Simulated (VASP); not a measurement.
# Ti (Im-3m) in VASP: further runs

The runs below take Ti through single point, relaxation of cell and atoms, with PBE+D3(BJ).

All numbers are computed with VASP 6.6.1; they aren't measurements. Logs are shortened: lines on timing, memory, paths and dates and some standing lists are left out, and cuts for length are marked.

## 1. The cell of the first run

Symmetry: Im-3m, No. 229, cubic system. Conventional cell: a = 3.195 Å, b = 3.195 Å, c = 3.195 Å, α = 90.00°, β = 90.00°, γ = 90.00°. Ti (site symmetry m-3m) has 14 Ti at 2.77 to 3.20 Å within 3.6 Å.

## 2. Single point, PBE+D3(BJ)

Input file INCAR:

```
PREC     = Accurate       # precision mode
ENCUT    = 520            # plane-wave cutoff, eV
EDIFF    = 1E-6           # SCF threshold, eV
ISMEAR   = 0              # smearing method
SIGMA    = 0.1            # smearing width, eV
LREAL    = F              # projectors in reciprocal space
LASPH    = T              # aspherical terms in the spheres
NELM     = 80             # most SCF steps
ALGO     = Normal         # electronic algorithm
ISIF     = 2              # what is computed and relaxed
LWAVE    = F              # write WAVECAR
LCHARG   = T              # write CHGCAR
GGA      = PE             # functional
IVDW     = 12             # dispersion correction
LELF     = T              # ELF
LVHAR    = T            
NBANDS   = 12             # bands
```

Input file KPOINTS:

```
regular mesh
0
Gamma
  18 18 18
```

Input file POSCAR:

```
Ti
1.0
   -1.5976921178      1.5976921178      1.5976921178
    1.5976921178     -1.5976921178      1.5976921178
    1.5976921178      1.5976921178     -1.5976921178
Ti
1
Direct
    0.0000000000      0.0000000000      0.0000000000
```

Potentials or basis: VASP PAW PBE potentials, release 64 (Ti_sv).

Run with:

```
$ cat potpaw_PBE.64/Ti_sv/POTCAR > POTCAR
$ mpirun -np 1 vasp_std > vasp.out
```

OUTCAR:

```text
PREC = Accurate
   ENCUT = 520
   EDIFF = 1E-6
   ISMEAR = 0
   LREAL = F
   LASPH = T
   NELM = 80
   ISIF = 2
   GGA = PE
   IVDW = 12
 IVDW          = 12

 ion  position               nearest neighbor table
   1  0.000  0.000  0.000-

  LATTYP: Found a body centered cubic cell.
 ALAT       =     3.1953842356

  Lattice vectors:

 A1 = (  -1.5976921178,   1.5976921178,   1.5976921178)
 A2 = (   1.5976921178,  -1.5976921178,   1.5976921178)
 A3 = (   1.5976921178,   1.5976921178,  -1.5976921178)

Analysis of symmetry for initial positions (statically):
=====================================================================
 Subroutine PRICEL returns:
 Original cell was already a primitive cell.

 Routine SETGRP: Setting up the symmetry group for a
 body centered cubic supercell.

 Subroutine GETGRP returns: Found 48 space group operations
 (whereof 48 operations were pure point group operations)
 out of a pool of 48 trial point group operations.

The static configuration has the point symmetry O_h .

Analysis of symmetry for dynamics (positions and initial velocities):
=====================================================================
 Subroutine PRICEL returns:
 Original cell was already a primitive cell.

 Routine SETGRP: Setting up the symmetry group for a
 body centered cubic supercell.

 Subroutine GETGRP returns: Found 48 space group operations
 (whereof 48 operations were pure point group operations)
 out of a pool of 48 trial point group operations.

The dynamic configuration has the point symmetry O_h .

 Subroutine INISYM returns: Found 48 space group operations
 (whereof 48 operations are pure point group operations),
 and found     1 'primitive' translations

----------------------------------------------------------------------------------------

                                     Primitive cell

  volume of cell :      16.3132

  direct lattice vectors                    reciprocal lattice vectors
    -1.597692118  1.597692118  1.597692118     0.000000000  0.312951409  0.312951409
     1.597692118 -1.597692118  1.597692118     0.312951409  0.000000000  0.312951409
     1.597692118  1.597692118 -1.597692118     0.312951409  0.312951409  0.000000000

  length of vectors
     2.767283923  2.767283923  2.767283923     0.442580127  0.442580127  0.442580127

  position of ions in fractional coordinates (direct lattice)
     0.000000000  0.000000000  0.000000000

  ion indices of the primitive-cell ions
   primitive index   ion index
                 1           1

----------------------------------------------------------------------------------------

 KPOINTS: regular mesh

Automatic generation of k-mesh.
 Grid dimensions read from file:
 generate k-points for:   18   18   18

 Generating k-lattice:

  Cartesian coordinates                     Fractional coordinates (reciprocal lattice)
     0.000000000  0.017386189  0.017386189     0.055555556  0.000000000  0.000000000
     0.017386189  0.000000000  0.017386189     0.000000000  0.055555556  0.000000000
     0.017386189  0.017386189  0.000000000     0.000000000  0.000000000  0.055555556

  Length of vectors
     0.024587785  0.024587785  0.024587785

  Shift w.r.t. Gamma in fractional coordinates (k-lattice)
     0.000000000  0.000000000  0.000000000

 Subroutine IBZKPT returns following result:
 ===========================================

 Found    195 irreducible k-points:

 Following reciprocal coordinates:
            Coordinates               Weight
  0.000000  0.000000  0.000000      1.000000
  0.055556  0.000000  0.000000     12.000000
  0.111111  0.000000  0.000000     12.000000
  0.166667  0.000000  0.000000     12.000000
  0.222222  0.000000  0.000000     12.000000
  0.277778  0.000000  0.000000     12.000000
[... 16 lines left out ...]
  0.333333  0.111111  0.000000     48.000000
  0.388889  0.111111  0.000000     48.000000
 [... further k-points ...]
   k-points           NKPTS =    195   k-points in BZ     NKDIM =    195   number of bands    NBANDS=     12
   number of dos      NEDOS =    301   number of ions     NIONS =      1
   total plane-waves  NPLWV =  13824
   dimension x,y,z NGX =    24 NGY =   24 NGZ =   24
   dimension x,y,z NGXF=    48 NGYF=   48 NGZF=   48
   ions per type =               1
   NGX,Y,Z   is equivalent  to a cutoff of  14.42, 14.42, 14.42 a.u.
   NGXF,Y,Z  is equivalent  to a cutoff of  28.84, 28.84, 28.84 a.u.
 SYSTEM =  unknown system
   PREC   = accura    normal or accurate (medium, high low for compatibility)
   ISTART =      0    job   : 0-new  1-cont  2-samecut
   ICHARG =      2    charge: 1-file 2-atom 10-const
   ISPIN  =      1    spin polarized calculation?
   LNONCOLLINEAR =      F non collinear calculations
   LSORBIT =      F    spin-orbit coupling
   LASPH  =      T    aspherical Exc in radial PAW
   ENCUT  =  520.0 eV  38.22 Ry    6.18 a.u.   5.15  5.15  5.15*2*pi/ulx,y,z
   NELM   =     80;   NELMIN=  2; NELMDL= -5     # of ELM steps
   EDIFF  = 0.1E-05   stopping-criterion for ELM
   LREAL  =      F    real-space projection
   EDIFFG = 0.1E-04   stopping-criterion for IOM
   NSW    =      0    number of steps for IOM
   IBRION =     -1    ionic relax: 0-MD 1-quasi-New 2-CG
   NFREE  =      0    steps in history (QN), initial steepest desc. (CG)
   ISIF   =      2    stress and relaxation
   ISYM   =      2    0-nonsym 1-usesym 2-fastsym
   POTIM  = 0.5000    time-step for ionic-motion
   TEBEG  =    0.0;   TEEND  =   0.0 temperature during run
   PSTRESS=    0.0 pullay stress
   NELECT =      12.0000    total number of electrons
   NUPDOWN=      -1.0000    fix difference up-down
   EMIN   =  10.00;   EMAX   =-10.00  energy-range for DOS
   EFERMI =   0.00;   METHOD = LEGACY
   ISMEAR =     0;   SIGMA  =   0.10  broadening in eV -4-tet -1-fermi 0-gaus
   EFERMI_NEDOS =   21; number of points for ismear=-14 and -15
   IALGO  =     38    algorithm
   IMIX   =      4    mixing-type and parameters
     AMIX     =   0.40;   BMIX     =  1.00
     AMIX_MAG =   1.60;   BMIX_MAG =  1.00
  volume/ion in A,a.u.               =      16.31       110.09
  Fermi-wavevector in a.u.,A,eV,Ry     =   1.477822  2.792679 29.714555  2.183958
  Thomas-Fermi vector in A             =   2.592179
   LORBIT       =      0    0 simple, 1 ext, 2 COOP (PROOUT), +10 PAW based schemes
   GGA     = PE    functional components
   LHFCALC =     F    Hartree Fock is set to
   AEXX    =    0.0000 exact exchange contribution
   IVDW    =    12    specifies the selected vdW correction
   LEPSILON=     F    determine dielectric tensor
   LRPA    =     F    only Hartree local field effects (RPA)
 non-spin polarized calculation
 Gauss-broadening in eV      SIGMA  =   0.10
  energy-cutoff  :      520.00
  volume of cell :       16.31
 maximum number of plane-waves:       466
 NGX is ok and might be reduce to    24
   NGX = 11   NGY = 11   NGZ = 11

 number of electron      12.0000003 magnetization

 Free energy of the ion-electron system (eV)
  ---------------------------------------------------
  ext. energy  EPLUGINS =         0.00000000
  ---------------------------------------------------
  free energy    TOTEN  =        -7.71344570 eV

  energy without entropy =       -7.70254389  energy(sigma->0) =       -7.70799479

 E-fermi :   8.7531     XC(G=0): -11.7915

 val. band max:        8.7484845222   @ k =   0.3333   0.2222  -0.0000
 cond. band min:       8.7563129022   @ k =  -0.4444   0.5000   0.1111
 fundamental gap:      0.0078283800
 Fermi energy:         8.7531039602

 k-point     1 :       0.0000    0.0000    0.0000
  band No.  band energies     occupation
      1     -47.6593      2.00000
      2     -23.4349      2.00000
      3     -23.4349      2.00000
      4     -23.4349      2.00000
      5       2.6694      2.00000
      6       9.7963      0.00000
      7       9.7963      0.00000
      8       9.7963      0.00000
      9      11.6935      0.00000
     10      11.6935      0.00000
     11      26.6159      0.00000
     12      26.6159      0.00000

 k-point     2 :       0.0556    0.0000    0.0000
  band No.  band energies     occupation
      1     -47.6543      2.00000
      2     -23.4609      2.00000
      3     -23.4428      2.00000
      4     -23.4351      2.00000
      5       2.7820      2.00000
      6       9.7430      0.00000
      7       9.7821      0.00000
      8       9.8798      0.00000
      9      11.6293      0.00000
     10      11.6965      0.00000
     11      26.4821      0.00000
     12      26.6162      0.00000

 k-point     3 :       0.1111    0.0000    0.0000
  band No.  band energies     occupation
      1     -47.6398      2.00000
      2     -23.5353      2.00000
      3     -23.4654      2.00000
      4     -23.4357      2.00000
      5       3.1109      2.00000
      6       9.5930      0.00000
      7       9.7197      0.00000
      8      10.1256      0.00000
      9      11.4834      0.00000
     10      11.7077      0.00000
     11      26.0358      0.00000
     12      26.5296      0.00000
[... 286 lines left out ...]
 k-point    23 :       0.3333    0.1111    0.0000
  band No.  band energies     occupation
      1     -47.5043      2.00000
      2     -24.1459      2.00000
      3     -23.6854      2.00000
      4     -23.4749      2.00000
      5       6.2533      2.00000
      6       8.4399      1.99999
      7       9.0788      0.00000
      8      11.5412      0.00000
      9      12.1229      0.00000
     10      13.2422      0.00000
     11      19.6498      0.00000
     12      22.7633      0.00000

 k-point    24 :       0.3889    0.1111    0.0000
  band No.  band energies     occupation
      1     -47.4903      2.00000
      2     -24.2036      2.00000
      3     -23.7125      2.00000
      4     -23.4760      2.00000
      5       6.3949      2.00000
      6       8.3462      2.00000
      7       9.4000      0.00000
      8      11.6184      0.00000
      9      12.2153      0.00000
     10      13.7195      0.00000
     11      18.5829      0.00000
     12      22.3900      0.00000

 [... further k-points ...]

------------------------ aborting loop because EDIFF is reached ----------------------------------------

 Edisp (eV)   -0.64164

 E8    (eV) :    -0.3045

  FORCE on cell =-STRESS in cart. coord.  units (eV):
  Direction    XX          YY          ZZ          XY          YZ          ZX
  --------------------------------------------------------------------------------------
  -------------------------------------------------------------------------------------
  Total      -0.03705    -0.03705    -0.03705    -0.00000     0.00000     0.00000
  in kB      -3.63850    -3.63850    -3.63850    -0.00000     0.00000     0.00000
  external pressure =       -3.64 kB  Pullay stress =        0.00 kB

 VOLUME and BASIS-vectors are now :
 -----------------------------------------------------------------------------
  energy-cutoff  :      520.00
  volume of cell :       16.31
      direct lattice vectors                 reciprocal lattice vectors
    -1.597692118  1.597692118  1.597692118     0.000000000  0.312951409  0.312951409
     1.597692118 -1.597692118  1.597692118     0.312951409  0.000000000  0.312951409
     1.597692118  1.597692118 -1.597692118     0.312951409  0.312951409  0.000000000

 POSITION                                       TOTAL-FORCE (eV/Angst)
 -----------------------------------------------------------------------------------
      0.00000      0.00000      0.00000        -0.000000      0.000000     -0.000000
 -----------------------------------------------------------------------------------
    total drift:                                0.000000      0.000000     -0.000000

  FREE ENERGIE OF THE ION-ELECTRON SYSTEM (eV)
  ---------------------------------------------------
  free  energy   TOTEN  =        -8.3550826692 eV

  energy  without entropy=       -8.3441808661  energy(sigma->0) =       -8.34963177
```

It took 22 s on 1 thread of Intel Xeon Platinum 8259CL at 2.50GHz (Skylake/Cascade Lake), shared host; peak memory 0.17 GiB.

What came out:

| Quantity | Value |
| --- | --- |
| Free energy | -8.3551 eV |
| Pressure | -0.4 GPa |
| Band gap on the k mesh | zero (band 6 reaches 9.80 eV, above the bottom of band 7 at 8.17 eV) |
| Dispersion energy per atom | -0.642 eV |

Caveat: pairwise dispersion overbinds metals, which lowers pressure and volume.

## 3. Relaxation of cell and atoms, PBE+D3(BJ)

Input file INCAR:

```
SYSTEM = Ti
ALGO = Normal
EDIFF = 1E-6
EDIFFG = -0.005
ENCUT = 600
GGA = PE
IBRION = 2
ISIF = 3
ISMEAR = 0
IVDW = 12
LASPH = .True.
LCHARG = .False.
LREAL = .False.
LWAVE = .False.
NELM = 100
NSW = 100
PREC = Accurate
SIGMA = 0.1
```

Input file KPOINTS:

```
k-points
0
Gamma
  18 18 18
  0 0 0
```

POSCAR is that of step 2.

Potentials or basis: VASP PAW PBE potentials, release 64 (Ti_sv).

Run with:

```
$ cat potpaw_PBE.64/Ti_sv/POTCAR > POTCAR
$ mpirun -np 1 vasp_std > vasp.out
```

Wall time 50 s (1 thread of Intel Xeon Platinum 8259CL at 2.50GHz (Skylake/Cascade Lake), shared host); peak memory 0.18 GiB.

Results (log left out):

* Free energy: -8.3550 eV
* Relaxed volume: 16.27 Å³/atom
* Relaxed cell: a = 2.765 Å, b = 2.765 Å, c = 2.765 Å, α = 109.47°, β = 109.47°, γ = 109.47°
* Space group after relaxing (to 0.05 Å): Im-3m (No. 229)
* Energy gained by relaxing: 0.1 meV/atom
* Ionic steps: 4
* Pressure after relaxing: 0.0 GPa
* Band gap on the k mesh: zero (band 6 reaches 9.83 eV, above the bottom of band 7 at 8.20 eV)
* Dispersion energy per atom: -0.644 eV

Final structure:
```cif
data_structure
_symmetry_space_group_name_H-M 'P 1'
_symmetry_Int_Tables_number 1
_cell_length_a 2.7647
_cell_length_b 2.7647
_cell_length_c 2.7647
_cell_angle_alpha 109.471
_cell_angle_beta 109.471
_cell_angle_gamma 109.471
_cell_volume 16.27
loop_
_atom_site_label
_atom_site_type_symbol
_atom_site_fract_x
_atom_site_fract_y
_atom_site_fract_z
_atom_site_occupancy
Ti1 Ti 0.00000 0.00000 0.00000 1
```

Levels at points of the mesh, in eV from the Fermi level:
| k point | band 2 | band 3 | band 4 | band 5 | band 6 | band 7 | band 8 | band 9 | band 10 |
| --- | --- | --- | --- | --- | --- | --- | --- | --- | --- |
| (0.00, 0.00, 0.00) | -32.18 | -32.18 | -32.18 | -6.09 | 1.05 | 1.05 | 1.05 | 2.95 | 2.95 |
| (0.50, 0.00, 0.00) | -33.01 | -32.44 | -32.19 | -2.62 | -0.47 | 1.35 | 2.95 | 3.33 | 4.63 |
| (0.50, 0.50, 0.50) | -32.74 | -32.74 | -32.74 | -2.33 | -2.33 | 4.24 | 4.24 | 4.24 | 8.93 |

Caveat: pairwise dispersion overbinds metals, which lowers pressure and volume.
